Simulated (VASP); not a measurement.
# HgRu (F-43m) in VASP: a series of runs

Runs on HgRu. Level: PBE. Tasks: single point, relaxation of cell and atoms.

Everything below comes from runs of VASP 6.6.1. Logs are shortened: lines on timing, memory, paths and dates and some standing lists are left out, and cuts for length are marked.

**1. The cell of the first run**

The structure is cubic, space group F-43m (No. 216). The conventional cell has a = 6.016 Å, b = 6.016 Å, c = 6.016 Å, α = 90.00°, β = 90.00°, γ = 90.00°. Hg (site symmetry -43m) has 4 Ru at 2.61 Å within 3.4 Å. Ru (site symmetry -43m) has 4 Hg at 2.61 Å within 3.4 Å.

**2. Single point, PBE**

Input file INCAR:

```
SYSTEM = HgRu
ALGO = Normal
EDIFF = 1E-6
ENCUT = 520
GGA = PE
ISIF = 2
ISMEAR = 0
LASPH = .True.
LCHARG = .False.
LREAL = .False.
LWAVE = .False.
NBANDS = 20
NELM = 100
PREC = Accurate
SIGMA = 0.1
```

Input file KPOINTS:

```
k-points
0
Gamma
  16 16 16
  0 0 0
```

Input file POSCAR:

```
HgRu
1.0
    0.0000000000      3.0081203988      3.0081203988
    3.0081203988      0.0000000000      3.0081203988
    3.0081203988      3.0081203988      0.0000000000
Hg Ru
1 1
Direct
    0.0000000000      0.0000000000      0.0000000000
    0.7500000000      0.7500000000      0.7500000000
```

Potentials or basis: VASP PAW PBE potentials, release 64 (Hg, Ru_pv).

Started as:

```console
$ cat potpaw_PBE.64/Hg/POTCAR potpaw_PBE.64/Ru_pv/POTCAR > POTCAR
$ mpirun -np 1 vasp_std > vasp.out
```

OUTCAR:

```text
SYSTEM = HgRu
   EDIFF = 1E-6
   ENCUT = 520
   GGA = PE
   ISIF = 2
   ISMEAR = 0
   LASPH = .True.
   LREAL = .False.
   NELM = 100
   PREC = Accurate

 ion  position               nearest neighbor table
   1  0.000  0.000  0.000-   2 2.61   2 2.61   2 2.61   2 2.61
   2  0.750  0.750  0.750-   1 2.61   1 2.61   1 2.61   1 2.61

  LATTYP: Found a face centered cubic cell.
 ALAT       =     6.0162407976

  Lattice vectors:

 A1 = (   0.0000000000,   3.0081203988,   3.0081203988)
 A2 = (   3.0081203988,   0.0000000000,   3.0081203988)
 A3 = (   3.0081203988,   3.0081203988,   0.0000000000)

Analysis of symmetry for initial positions (statically):
=====================================================================
 Subroutine PRICEL returns:
 Original cell was already a primitive cell.

 Routine SETGRP: Setting up the symmetry group for a
 face centered cubic supercell.

 Subroutine GETGRP returns: Found 24 space group operations
 (whereof 24 operations were pure point group operations)
 out of a pool of 48 trial point group operations.

The static configuration has the point symmetry T_d .

Analysis of symmetry for dynamics (positions and initial velocities):
=====================================================================
 Subroutine PRICEL returns:
 Original cell was already a primitive cell.

 Routine SETGRP: Setting up the symmetry group for a
 face centered cubic supercell.

 Subroutine GETGRP returns: Found 24 space group operations
 (whereof 24 operations were pure point group operations)
 out of a pool of 48 trial point group operations.

The dynamic configuration has the point symmetry T_d .

 Subroutine INISYM returns: Found 24 space group operations
 (whereof 24 operations are pure point group operations),
 and found     1 'primitive' translations

----------------------------------------------------------------------------------------

                                     Primitive cell

  volume of cell :      54.4397

  direct lattice vectors                    reciprocal lattice vectors
     0.000000000  3.008120399  3.008120399    -0.166216751  0.166216751  0.166216751
     3.008120399  0.000000000  3.008120399     0.166216751 -0.166216751  0.166216751
     3.008120399  3.008120399  0.000000000     0.166216751  0.166216751 -0.166216751

  length of vectors
     4.254124665  4.254124665  4.254124665     0.287895858  0.287895858  0.287895858

  position of ions in fractional coordinates (direct lattice)
     0.000000000  0.000000000  0.000000000
     0.750000000  0.750000000  0.750000000

  ion indices of the primitive-cell ions
   primitive index   ion index
                 1           1
                 2           2

----------------------------------------------------------------------------------------

 KPOINTS: k-points

Automatic generation of k-mesh.
 Grid dimensions read from file:
 generate k-points for:   16   16   16

 Generating k-lattice:

  Cartesian coordinates                     Fractional coordinates (reciprocal lattice)
    -0.010388547  0.010388547  0.010388547     0.062500000  0.000000000  0.000000000
     0.010388547 -0.010388547  0.010388547     0.000000000  0.062500000  0.000000000
     0.010388547  0.010388547 -0.010388547     0.000000000  0.000000000  0.062500000

  Length of vectors
     0.017993491  0.017993491  0.017993491

  Shift w.r.t. Gamma in fractional coordinates (k-lattice)
     0.000000000  0.000000000  0.000000000

 Subroutine IBZKPT returns following result:
 ===========================================

 Found    145 irreducible k-points:

 Following reciprocal coordinates:
            Coordinates               Weight
  0.000000  0.000000  0.000000      1.000000
  0.062500  0.000000  0.000000      8.000000
  0.125000  0.000000  0.000000      8.000000
  0.187500  0.000000  0.000000      8.000000
  0.250000  0.000000  0.000000      8.000000
  0.312500  0.000000  0.000000      8.000000
[... 16 lines left out ...]
 -0.125000  0.062500  0.000000     24.000000
 -0.062500  0.062500  0.000000     12.000000
 [... further k-points ...]
   k-points           NKPTS =    145   k-points in BZ     NKDIM =    145   number of bands    NBANDS=     20
   number of dos      NEDOS =    301   number of ions     NIONS =      2
   total plane-waves  NPLWV =  32768
   dimension x,y,z NGX =    32 NGY =   32 NGZ =   32
   dimension x,y,z NGXF=    64 NGYF=   64 NGZF=   64
   ions per type =               1   1
   NGX,Y,Z   is equivalent  to a cutoff of  12.51, 12.51, 12.51 a.u.
   NGXF,Y,Z  is equivalent  to a cutoff of  25.01, 25.01, 25.01 a.u.
 SYSTEM =  HgRu
   PREC   = accura    normal or accurate (medium, high low for compatibility)
   ISTART =      0    job   : 0-new  1-cont  2-samecut
   ICHARG =      2    charge: 1-file 2-atom 10-const
   ISPIN  =      1    spin polarized calculation?
   LNONCOLLINEAR =      F non collinear calculations
   LSORBIT =      F    spin-orbit coupling
   LASPH  =      T    aspherical Exc in radial PAW
   ENCUT  =  520.0 eV  38.22 Ry    6.18 a.u.   7.91  7.91  7.91*2*pi/ulx,y,z
   NELM   =    100;   NELMIN=  2; NELMDL= -5     # of ELM steps
   EDIFF  = 0.1E-05   stopping-criterion for ELM
   LREAL  =      F    real-space projection
   EDIFFG = 0.1E-04   stopping-criterion for IOM
   NSW    =      0    number of steps for IOM
   IBRION =     -1    ionic relax: 0-MD 1-quasi-New 2-CG
   NFREE  =      0    steps in history (QN), initial steepest desc. (CG)
   ISIF   =      2    stress and relaxation
   ISYM   =      2    0-nonsym 1-usesym 2-fastsym
   POTIM  = 0.5000    time-step for ionic-motion
   TEBEG  =    0.0;   TEEND  =   0.0 temperature during run
   PSTRESS=    0.0 pullay stress
   NELECT =      26.0000    total number of electrons
   NUPDOWN=      -1.0000    fix difference up-down
   EMIN   =  10.00;   EMAX   =-10.00  energy-range for DOS
   EFERMI =   0.00;   METHOD = LEGACY
   ISMEAR =     0;   SIGMA  =   0.10  broadening in eV -4-tet -1-fermi 0-gaus
   EFERMI_NEDOS =   21; number of points for ismear=-14 and -15
   IALGO  =     38    algorithm
   IMIX   =      4    mixing-type and parameters
     AMIX     =   0.40;   BMIX     =  1.00
     AMIX_MAG =   1.60;   BMIX_MAG =  1.00
  volume/ion in A,a.u.               =      27.22       183.69
  Fermi-wavevector in a.u.,A,eV,Ry     =   1.279658  2.418204 22.279890  1.637526
  Thomas-Fermi vector in A             =   2.412131
   LORBIT       =      0    0 simple, 1 ext, 2 COOP (PROOUT), +10 PAW based schemes
   GGA     = PE    functional components
   LHFCALC =     F    Hartree Fock is set to
   AEXX    =    0.0000 exact exchange contribution
   IVDW    =     0    specifies the selected vdW correction
   LEPSILON=     F    determine dielectric tensor
   LRPA    =     F    only Hartree local field effects (RPA)
 non-spin polarized calculation
 Gauss-broadening in eV      SIGMA  =   0.10
  energy-cutoff  :      520.00
  volume of cell :       54.44
 maximum number of plane-waves:      1480
   NGX = 15   NGY = 15   NGZ = 15

 number of electron      26.0000006 magnetization

 Free energy of the ion-electron system (eV)
  ---------------------------------------------------
  ext. energy  EPLUGINS =         0.00000000
  ---------------------------------------------------
  free energy    TOTEN  =        -5.41069469 eV

  energy without entropy =       -5.35629459  energy(sigma->0) =       -5.38349464

 E-fermi :   2.4706     XC(G=0):  -9.8030

 val. band max:        2.4696899826   @ k =   0.5000   0.0625   0.0000
 cond. band min:       2.4715619628   @ k =   0.3750   0.1250   0.0000
 fundamental gap:      0.0018719801
 Fermi energy:         2.4705600712

 k-point     1 :       0.0000    0.0000    0.0000
  band No.  band energies     occupation
      1     -39.1858      2.00000
      2     -39.1858      2.00000
      3     -39.1858      2.00000
      4      -4.3732      2.00000
      5      -4.3732      2.00000
      6      -4.3732      2.00000
[... 12 lines left out ...]
     19      12.9129      0.00000
     20      12.9129      0.00000

 k-point     2 :       0.0625    0.0000    0.0000
  band No.  band energies     occupation
      1     -39.1859      2.00000
      2     -39.1858      2.00000
      3     -39.1858      2.00000
      4      -4.3819      2.00000
      5      -4.3819      2.00000
      6      -4.3777      2.00000
[... 12 lines left out ...]
     19      13.2179      0.00000
     20      13.2192      0.00000

 k-point     3 :       0.1250    0.0000    0.0000
  band No.  band energies     occupation
      1     -39.1863      2.00000
      2     -39.1858      2.00000
      3     -39.1858      2.00000
      4      -4.3973      2.00000
      5      -4.3973      2.00000
      6      -4.3914      2.00000
[... 12 lines left out ...]
     19      13.3070      0.00000
     20      13.6818      0.00000

 k-point     4 :       0.1875    0.0000    0.0000
  band No.  band energies     occupation
      1     -39.1870      2.00000
      2     -39.1858      2.00000
      3     -39.1858      2.00000
      4      -4.4129      2.00000
      5      -4.4081      2.00000
      6      -4.4081      2.00000
[... 12 lines left out ...]
     19      13.2971      0.00000
     20      13.9448      0.00000

 k-point     5 :       0.2500    0.0000    0.0000
  band No.  band energies     occupation
      1     -39.1877      2.00000
      2     -39.1858      2.00000
      3     -39.1858      2.00000
      4      -4.4388      2.00000
      5      -4.4104      2.00000
      6      -4.4104      2.00000
[... 12 lines left out ...]
     19      13.2218      0.00000
     20      13.9431      0.00000
[... 353 lines left out ...]
      6      -4.3881      2.00000
[... 12 lines left out ...]
     19      12.9615      0.00000
     20      13.7230      0.00000

 k-point    22 :      -0.1875    0.0625    0.0000
  band No.  band energies     occupation
      1     -39.1873      2.00000
      2     -39.1859      2.00000
      3     -39.1858      2.00000
      4      -4.4332      2.00000
      5      -4.4248      2.00000
      6      -4.3858      2.00000
[... 12 lines left out ...]
     19      12.9930      0.00000
     20      13.6678      0.00000

 k-point    23 :      -0.1250    0.0625    0.0000
  band No.  band energies     occupation
      1     -39.1866      2.00000
      2     -39.1858      2.00000
      3     -39.1858      2.00000
      4      -4.4226      2.00000
      5      -4.4080      2.00000
      6      -4.3762      2.00000
[... 12 lines left out ...]
     19      13.0517      0.00000
     20      13.3984      0.00000

 k-point    24 :      -0.0625    0.0625    0.0000
  band No.  band energies     occupation
      1     -39.1862      2.00000
      2     -39.1858      2.00000
      3     -39.1858      2.00000
      4      -4.4033      2.00000
      5      -4.3933      2.00000
      6      -4.3706      2.00000
[... 12 lines left out ...]
     19      13.0749      0.00000
     20      13.1110      0.00000

 [... further k-points ...]
[... 5 lines left out ...]
  --------------------------------------------------------------------------------------
  -------------------------------------------------------------------------------------
  Total        0.2046059      0.2046059      0.2046059      0.0000000      0.0000000     -0.0000000
  in kB        6.0216179      6.0216179      6.0216179      0.0000000      0.0000000     -0.0000000
  external PRESSURE =       6.0216179 kB  Pullay stress =       0.0000000 kB

 VOLUME and BASIS-vectors are now :
 -----------------------------------------------------------------------------
  energy-cutoff  :      520.00
  volume of cell :       54.44
      direct lattice vectors                 reciprocal lattice vectors
     0.000000000  3.008120399  3.008120399    -0.166216751  0.166216751  0.166216751
     3.008120399  0.000000000  3.008120399     0.166216751 -0.166216751  0.166216751
     3.008120399  3.008120399  0.000000000     0.166216751  0.166216751 -0.166216751

 POSITION                                       TOTAL-FORCE (eV/Angst)
 -----------------------------------------------------------------------------------
      0.00000      0.00000      0.00000         0.000000      0.000000     -0.000000
      4.51218      4.51218      4.51218        -0.000000     -0.000000      0.000000
 -----------------------------------------------------------------------------------
    total drift:                                0.000000      0.000000      0.000000

  FREE ENERGIE OF THE ION-ELECTRON SYSTEM (eV)
  ---------------------------------------------------
  free  energy   TOTEN  =        -5.4106946869 eV

  energy  without entropy=       -5.3562945929  energy(sigma->0) =       -5.38349464
```

It took 39 s on 1 thread of Intel Xeon 6975P-C (Granite Rapids), shared host; peak memory 0.29 GiB.

Results:

```yaml
Free_energy: -5.4107 eV
Pressure: 0.6 GPa
Band_gap_on_the_k_mesh: zero (band 13 reaches 2.67 eV, above the bottom of band 14 at 2.40 eV)
```

Levels at points of the mesh, in eV from the Fermi level:
```csv
k point,band 11,band 12,band 13,band 14,band 15,band 16
"(0.00, 0.00, 0.00)",-1.16,-1.16,-0.02,-0.02,8.01,9.55
"(0.50, 0.00, 0.00)",-0.92,-0.92,-0.04,-0.04,0.76,6.64
"(0.50, 0.50, 0.00)",-0.40,-0.04,-0.04,0.38,1.59,3.34
```

Caveat: spin-orbit coupling is left out, which moves the levels of the heavy elements.

**3. Relaxation of cell and atoms, PBE**

Input file INCAR:

```
  PREC = Accurate
  ENCUT = 600
  EDIFF = 1E-7
  ISMEAR = 0
  SIGMA = 0.1
  LREAL = F
  LASPH = T
  NELM = 100
  ALGO = Normal
  ISIF = 3
  LWAVE = F
  LCHARG = F
  GGA = PE
  IBRION = 2
  NSW = 100
  EDIFFG = -0.01
```

Input file KPOINTS:

```
Automatic mesh
0
Gamma
  16 16 16
```

Input file POSCAR:

```
HgRu
1.0
    0.0000000000      3.0098479300      3.0098479300
    3.0098479300      0.0000000000      3.0098479300
    3.0098479300      3.0098479300      0.0000000000
Hg Ru
1 1
Direct
    0.0000000000      0.0000000000      0.0000000000
    0.7500000000      0.7500000000      0.7500000000
```

Potentials or basis: VASP PAW PBE potentials, release 64 (Hg, Ru_pv).

Started as:

```console
$ cat potpaw_PBE.64/Hg/POTCAR potpaw_PBE.64/Ru_pv/POTCAR > POTCAR
$ mpirun -np 1 vasp_std > vasp.out
```

Wall time 2.4 min (1 thread of Intel Xeon 6975P-C (Granite Rapids), shared host); peak memory 0.34 GiB.

The run converged. Its results:

```yaml
Free_energy: -5.4117 eV
Relaxed_volume: 27.48 Å³/atom
Relaxed_cell: a = 4.268 Å, b = 4.268 Å, c = 4.268 Å, α = 60.00°, β = 60.00°, γ = 60.00°
Space_group_after_relaxing_to_0.05_Å: F-43m (No. 216)
Energy_gained_by_relaxing: 0.3 meV/atom
Ionic_steps: 3
Pressure_after_relaxing: 0.0 GPa
Band_gap_on_the_k_mesh: zero (band 13 reaches 2.59 eV, above the bottom of band 14 at 2.33 eV)
```

Step by step:
```
step  energy change (eV)  largest force (eV/Å)  pressure (GPa)  volume (Å³)
   1              0.0000                0.0000            0.51        54.53
   2             -0.0004                0.0000           -0.29        55.23
   3             -0.0007                0.0000            0.00        54.97
```

Final structure:
```xyz
2
Lattice="0.0000 3.0178 3.0178 3.0178 0.0000 3.0178 3.0178 3.0178 0.0000" Properties=species:S:1:pos:R:3 pbc="T T T"
Hg    0.0000    0.0000    0.0000
Ru    4.5267    4.5267    4.5267
```

Levels at points of the mesh, in eV from the Fermi level:
| k point | band 10 | band 11 | band 12 | band 13 | band 14 | band 15 | band 16 | band 17 |
| --- | --- | --- | --- | --- | --- | --- | --- | --- |
| (0.00, 0.00, 0.00) | -1.14 | -1.14 | -1.14 | -0.02 | -0.02 | 7.96 | 9.48 | 9.48 |
| (0.50, 0.00, 0.00) | -1.10 | -0.90 | -0.90 | -0.04 | -0.04 | 0.74 | 6.59 | 6.59 |
| (0.50, 0.50, 0.00) | -1.95 | -0.39 | -0.04 | -0.04 | 0.38 | 1.57 | 3.33 | 3.33 |

Caveat: spin-orbit coupling is left out, which moves the levels of the heavy elements.
